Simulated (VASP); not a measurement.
# LiTmH4 in VASP: single point with PBE

Aim: the single point of LiTmH4 with PBE.

All numbers are computed with VASP 6.6.1; they aren't measurements. Logs are shortened: lines on timing, memory, paths and dates and some standing lists are left out, and cuts for length are marked.

## (1) The cell of the first run

The typed cell holds 6 atoms: a = 4.186 Å, b = 4.186 Å, c = 4.186 Å, α = 130.53°, β = 92.78°, γ = 107.56°.

The cell was generated, and may not be a known phase.

## (2) Single point, PBE

Input file INCAR:

```
SYSTEM = LiTmH4
PREC = Accurate ; ENCUT = 750
EDIFF = 1E-6 ; ISMEAR = 0
SIGMA = 0.15 ; LREAL = .FALSE.
LASPH = .TRUE. ; NELM = 200
ALGO = Normal ; ISIF = 2
LWAVE = .FALSE. ; LCHARG = .FALSE.
GGA = PE ; NBANDS = 17
GGA_COMPAT = .FALSE. ; LMAXMIX = 6
```

Input file KPOINTS:

```
Automatic mesh
0
G
  4 4 4
  0 0 0
```

Input file POSCAR:

```
LiTmH4
1.0
   -1.7516491291      2.8872428378      2.4734907656
    1.7516491291     -2.8872428378      2.4734907656
    1.7516491291      2.8872428378     -2.4734907656
Li Tm H
1 1 4
Direct
    0.5000180601      0.5000180601      0.0000000000
    0.9999236424      0.4999236424      0.5000000000
    1.0243924013      0.2071615193      0.8172308819
    0.6099990364      0.7928862569      0.8171127795
   -0.0242265226      0.7928862569      0.1828872205
    0.3899306374      0.2071615193      0.1827691181
```

Potentials or basis: VASP PAW PBE potentials, release 64 (Li_sv, Tm_3, H), 4f in core.

Run with:

```sh
> cat potpaw_PBE.64/Li_sv/POTCAR potpaw_PBE.64/Tm_3/POTCAR potpaw_PBE.64/H/POTCAR > POTCAR
> mpirun -np 1 vasp_std > vasp.out
```

OUTCAR:

```text
SYSTEM = LiTmH4
   PREC = Accurate
   ENCUT = 750
   EDIFF = 1E-6
   ISMEAR = 0
   LREAL = .FALSE.
   LASPH = .TRUE.
   NELM = 200
   ISIF = 2
   GGA = PE

 ion  position               nearest neighbor table
   1  0.500  0.500  0.000-   2 2.89   2 2.89   2 3.03   2 3.03   2 3.03   2 3.03
   2  1.000  0.500  0.500-   5 2.29   4 2.29   5 2.29   4 2.29   3 2.29   6 2.29   6 2.29   3 2.29
                             6 2.34   3 2.34   4 2.34   5 2.34   1 2.89   1 2.89   1 3.03   1 3.03
   3  0.024  0.207  0.817-   2 2.29   2 2.29   2 2.34
   4  0.610  0.793  0.817-   2 2.29   2 2.29   2 2.34
   5  0.976  0.793  0.183-   2 2.29   2 2.29   2 2.34
   6  0.390  0.207  0.183-   2 2.29   2 2.29   2 2.34

  LATTYP: Found a body centered orthorhombic cell.
 ALAT       =     3.5032982582
 B/A-ratio  =     1.4120925958
 C/A-ratio  =     1.6482997593

  Lattice vectors:

 A1 = (   1.7516491291,  -2.8872428378,  -2.4734907656)
 A2 = (  -1.7516491291,  -2.8872428378,   2.4734907656)
 A3 = (  -1.7516491291,   2.8872428378,  -2.4734907656)

Analysis of symmetry for initial positions (statically):
=====================================================================
 Subroutine PRICEL returns:
 Original cell was already a primitive cell.

 Routine SETGRP: Setting up the symmetry group for a
 body centered orthorhombic supercell.

 Subroutine GETGRP returns: Found  4 space group operations
 (whereof  4 operations were pure point group operations)
 out of a pool of  8 trial point group operations.

The static configuration has the point symmetry C_2v.

Analysis of symmetry for dynamics (positions and initial velocities):
=====================================================================
 Subroutine PRICEL returns:
 Original cell was already a primitive cell.

 Routine SETGRP: Setting up the symmetry group for a
 body centered orthorhombic supercell.

 Subroutine GETGRP returns: Found  4 space group operations
 (whereof  4 operations were pure point group operations)
 out of a pool of  8 trial point group operations.

The dynamic configuration has the point symmetry C_2v.

 Subroutine INISYM returns: Found  4 space group operations
 (whereof  4 operations are pure point group operations),
 and found     1 'primitive' translations

----------------------------------------------------------------------------------------

                                     Primitive cell

  volume of cell :      50.0381

  direct lattice vectors                    reciprocal lattice vectors
    -1.751649129  2.887242838  2.473490766     0.000000000  0.173175596  0.202143467
     1.751649129 -2.887242838  2.473490766     0.285445294  0.000000000  0.202143467
     1.751649129  2.887242838 -2.473490766     0.285445294  0.173175596  0.000000000

  length of vectors
     4.186000770  4.186000770  4.186000770     0.266179955  0.349772779  0.333869440

  position of ions in fractional coordinates (direct lattice)
     0.500018060  0.500018060  0.000000000
     0.999923642  0.499923642  0.500000000
     0.024392401  0.207161519  0.817230882
     0.609999036  0.792886257  0.817112780
     0.975773477  0.792886257  0.182887220
     0.389930637  0.207161519  0.182769118

  ion indices of the primitive-cell ions
   primitive index   ion index
                 1           1
                 2           2
                 3           3
                 4           4
                 5           5
                 6           6

----------------------------------------------------------------------------------------

 KPOINTS: Automatic mesh

Automatic generation of k-mesh.
 Grid dimensions read from file:
 generate k-points for:    4    4    4

 Generating k-lattice:

  Cartesian coordinates                     Fractional coordinates (reciprocal lattice)
     0.000000000  0.043293899  0.050535867     0.250000000  0.000000000 -0.000000000
     0.071361323  0.000000000  0.050535867     0.000000000  0.250000000 -0.000000000
     0.071361323  0.043293899  0.000000000     0.000000000  0.000000000  0.250000000

  Length of vectors
     0.066544989  0.087443195  0.083467360

  Shift w.r.t. Gamma in fractional coordinates (k-lattice)
     0.000000000  0.000000000  0.000000000

 Subroutine IBZKPT returns following result:
 ===========================================

 Found     18 irreducible k-points:

 Following reciprocal coordinates:
            Coordinates               Weight
  0.000000  0.000000  0.000000      1.000000
  0.250000  0.000000  0.000000      4.000000
  0.500000  0.000000  0.000000      2.000000
  0.000000  0.250000 -0.000000      4.000000
  0.250000  0.250000  0.000000      8.000000
  0.500000  0.250000 -0.000000      8.000000
[... 10 lines left out ...]
 -0.250000 -0.250000  0.250000      2.000000
  0.500000  0.500000  0.500000      1.000000
   k-points           NKPTS =     18   k-points in BZ     NKDIM =     18   number of bands    NBANDS=     17
   number of dos      NEDOS =    301   number of ions     NIONS =      6
   total plane-waves  NPLWV =  64000
   dimension x,y,z NGX =    40 NGY =   40 NGZ =   40
   dimension x,y,z NGXF=    80 NGYF=   80 NGZF=   80
   ions per type =               1   1   4
   NGX,Y,Z   is equivalent  to a cutoff of  15.89, 15.89, 15.89 a.u.
   NGXF,Y,Z  is equivalent  to a cutoff of  31.77, 31.77, 31.77 a.u.
 SYSTEM =  LiTmH4
   PREC   = accura    normal or accurate (medium, high low for compatibility)
   ISTART =      0    job   : 0-new  1-cont  2-samecut
   ICHARG =      2    charge: 1-file 2-atom 10-const
   ISPIN  =      1    spin polarized calculation?
   LNONCOLLINEAR =      F non collinear calculations
   LSORBIT =      F    spin-orbit coupling
   LASPH  =      T    aspherical Exc in radial PAW
   ENCUT  =  750.0 eV  55.12 Ry    7.42 a.u.   9.35  9.35  9.35*2*pi/ulx,y,z
   NELM   =    200;   NELMIN=  2; NELMDL= -5     # of ELM steps
   EDIFF  = 0.1E-05   stopping-criterion for ELM
   LREAL  =      F    real-space projection
   EDIFFG = 0.1E-04   stopping-criterion for IOM
   NSW    =      0    number of steps for IOM
   IBRION =     -1    ionic relax: 0-MD 1-quasi-New 2-CG
   NFREE  =      0    steps in history (QN), initial steepest desc. (CG)
   ISIF   =      2    stress and relaxation
   ISYM   =      2    0-nonsym 1-usesym 2-fastsym
   POTIM  = 0.5000    time-step for ionic-motion
   TEBEG  =    0.0;   TEEND  =   0.0 temperature during run
   PSTRESS=    0.0 pullay stress
   NELECT =      16.0000    total number of electrons
   NUPDOWN=      -1.0000    fix difference up-down
   EMIN   =  10.00;   EMAX   =-10.00  energy-range for DOS
   EFERMI =   0.00;   METHOD = LEGACY
   ISMEAR =     0;   SIGMA  =   0.15  broadening in eV -4-tet -1-fermi 0-gaus
   EFERMI_NEDOS =   21; number of points for ismear=-14 and -15
   IALGO  =     38    algorithm
   IMIX   =      4    mixing-type and parameters
     AMIX     =   0.40;   BMIX     =  1.00
     AMIX_MAG =   1.60;   BMIX_MAG =  1.00
  volume/ion in A,a.u.               =       8.34        56.28
  Fermi-wavevector in a.u.,A,eV,Ry     =   1.119475  2.115502 17.051166  1.253225
  Thomas-Fermi vector in A             =   2.256115
   LORBIT       =      0    0 simple, 1 ext, 2 COOP (PROOUT), +10 PAW based schemes
   GGA     = PE    functional components
   LHFCALC =     F    Hartree Fock is set to
   AEXX    =    0.0000 exact exchange contribution
   IVDW    =     0    specifies the selected vdW correction
   LEPSILON=     F    determine dielectric tensor
   LRPA    =     F    only Hartree local field effects (RPA)
 non-spin polarized calculation
 Gauss-broadening in eV      SIGMA  =   0.15
  energy-cutoff  :      750.00
  volume of cell :       50.04
 maximum number of plane-waves:      2357
 NGX is ok and might be reduce to    40
   NGX = 19   NGY = 19   NGZ = 19

 number of electron      16.0000000 magnetization

 Free energy of the ion-electron system (eV)
  ---------------------------------------------------
  ext. energy  EPLUGINS =         0.00000000
  ---------------------------------------------------
  free energy    TOTEN  =       -20.99276919 eV

  energy without entropy =      -20.98950245  energy(sigma->0) =      -20.99113582

 E-fermi :   3.1485     XC(G=0):  -9.9426

 val. band max:        3.0290129348   @ k =  -0.2500   0.2500   0.2500
 cond. band min:       3.3207202533   @ k =  -0.2500   0.5000   0.2500
 fundamental gap:      0.2917073185
 Fermi energy:         3.1484611611

 k-point     1 :       0.0000    0.0000    0.0000
  band No.  band energies     occupation
      1     -42.9351      2.00000
      2     -22.5807      2.00000
      3     -22.5124      2.00000
      4     -22.3058      2.00000
      5      -6.3313      2.00000
      6      -1.8848      2.00000
[... 9 lines left out ...]
     16      12.2375      0.00000
     17      12.9719      0.00000

 k-point     2 :       0.2500    0.0000    0.0000
  band No.  band energies     occupation
      1     -42.9350      2.00000
      2     -22.6182      2.00000
      3     -22.5307      2.00000
      4     -22.3114      2.00000
      5      -5.7606      2.00000
      6      -2.3281      2.00000
[... 9 lines left out ...]
     16      12.3358      0.00000
     17      14.6518      0.00000

 k-point     3 :       0.5000    0.0000    0.0000
  band No.  band energies     occupation
      1     -42.9349      2.00000
      2     -22.6690      2.00000
      3     -22.5345      2.00000
      4     -22.3170      2.00000
      5      -5.0251      2.00000
      6      -2.8825      2.00000
[... 272 lines left out ...]
 k-point    17 :      -0.2500   -0.2500    0.2500
  band No.  band energies     occupation
      1     -42.9348      2.00000
      2     -22.6305      2.00000
      3     -22.5759      2.00000
      4     -22.3170      2.00000
      5      -5.0154      2.00000
      6      -2.6323      2.00000
[... 9 lines left out ...]
     16      11.5396      0.00000
     17      12.2879      0.00000

 k-point    18 :       0.5000    0.5000    0.5000
  band No.  band energies     occupation
      1     -42.9344      2.00000
      2     -22.6697      2.00000
      3     -22.6405      2.00000
      4     -22.3292      2.00000
      5      -3.0291      2.00000
      6      -2.3000      2.00000
[... 9 lines left out ...]
     16      12.6427      0.00000
     17      13.8090      0.00000

------------------------ aborting loop because EDIFF is reached ----------------------------------------

  FORCE on cell =-STRESS in cart. coord.  units (eV):
  Direction    XX          YY          ZZ          XY          YZ          ZX
  --------------------------------------------------------------------------------------
  -------------------------------------------------------------------------------------
  Total        0.0991101     -0.0273416      0.1598534      0.0000000      0.0000000      0.0000000
  in kB        3.1734218     -0.8754542      5.1183693      0.0000000      0.0000000      0.0000000
  external PRESSURE =       2.4721123 kB  Pullay stress =       0.0000000 kB

 VOLUME and BASIS-vectors are now :
 -----------------------------------------------------------------------------
  energy-cutoff  :      750.00
  volume of cell :       50.04
      direct lattice vectors                 reciprocal lattice vectors
    -1.751649129  2.887242838  2.473490766     0.000000000  0.173175596  0.202143467
     1.751649129 -2.887242838  2.473490766     0.285445294  0.000000000  0.202143467
     1.751649129  2.887242838 -2.473490766     0.285445294  0.173175596  0.000000000

 POSITION                                       TOTAL-FORCE (eV/Angst)
 -----------------------------------------------------------------------------------
      0.00000      0.00000      2.47358         0.000000     -0.000000     -0.000604
      0.00000      2.88724      2.47311        -0.000000     -0.000000      0.002475
      1.75165      1.83185     -1.44867        -0.000000      0.005778      0.009299
      1.75165      1.83116      1.44890         0.000000      0.007659     -0.010234
     -0.00000      1.05608      3.92239         0.000000     -0.007659     -0.010234
      0.00000      1.05540      1.02482        -0.000000     -0.005778      0.009299
 -----------------------------------------------------------------------------------
    total drift:                                0.000000     -0.000000     -0.000003

  FREE ENERGIE OF THE ION-ELECTRON SYSTEM (eV)
  ---------------------------------------------------
  free  energy   TOTEN  =       -20.9927691905 eV

  energy  without entropy=      -20.9895024498  energy(sigma->0) =      -20.99113582
```

Wall time 34 s (1 thread of Intel Xeon 8259CL, shared host); peak memory 0.25 GiB.

Results:

```
Free energy            : -20.9928 eV
Pressure               : 0.2 GPa
Largest force          : 0.013 eV/Å
Band gap on the k mesh : zero (bands 8 and 9 overlap by 1.21 eV)
```

Forces on the atoms (eV/Å):
```
Li   0.000  0.000 -0.001
Tm   0.000  0.000  0.002
H    0.000  0.006  0.009
H    0.000  0.008 -0.010
H    0.000 -0.008 -0.010
H    0.000 -0.006  0.009
```

Levels at points of the mesh, in eV from the Fermi level:
```csv
k point,band 6,band 7,band 8,band 9,band 10,band 11
"(0.00, 0.00, 0.00)",-5.03,-1.31,-0.28,0.17,2.34,2.62
"(0.50, 0.00, 0.00)",-6.03,-2.51,-0.36,1.36,1.79,3.52
"(0.00, 0.50, 0.00)",-5.62,-5.14,-2.31,1.80,2.18,2.72
"(0.50, 0.50, 0.00)",-5.55,-5.22,-1.29,0.30,2.18,2.79
"(0.50, 0.50, 0.50)",-5.45,-5.29,-1.63,2.88,3.10,3.92
```

Caveat: the k points lie up to 0.52 Å⁻¹ apart, too coarse for converged energies and pressures of a metal; spin-orbit coupling is left out, which moves the levels of the heavy elements; the 4f electrons are frozen in the core, so they carry no moment and show no levels.

The gap in the log of VASP goes by the Fermi energy; the results here count the filled bands.